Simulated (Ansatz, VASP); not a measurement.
**In4Ru: VASP beside Ansatz**

```
In Ru
1.0
     5.18094    0.00000    0.00000
     0.00000    5.18094    0.00000
     0.00000    0.00000    5.18094
In Ru
4 1
Cartesian
  1.4835 1.4835 1.4835
  3.6975 3.6975 1.4835
  1.4835 3.6975 3.6975
  3.6975 1.4835 3.6975
  0.0000 0.0000 0.0000
```

Change from the starting cell: species swapped into the SnI4 type (P-43m, No. 215).

Alike in both runs: functional PBE; k mesh 8 × 8 × 8; occupations gaussian, width 0.1 eV; no spin polarisation.

Ansatz relaxed the structure, and its values are those at the end. VASP's run is a single point on that final structure, the one shown.

```csv
,VASP,Ansatz
version,VASP 6.6.1,Ansatz 0.2.0
potentials or method,"VASP PAW PBE potentials, release 64 (In_d, Ru_pv), cutoff 520 eV","scalar-relativistic, plane waves, PAW"
valence electrons in the cell,66,68
```

|  | VASP | Ansatz | Ansatz less VASP |
| --- | --- | --- | --- |
| gap on the k mesh at the Fermi level (eV) | none | none | - |
| pressure (GPa) | 0.0 | 0.0 | -0.01 |
| rms of the force components (eV/Å) | 0.004 | 0.000 | -0.0035 |

A gap of «none» marks a metal or a gap that the smearing closes. VASP's potentials hold 66 valence electrons a cell and Ansatz's 68, so a difference there can come from the potentials and not from the codes.
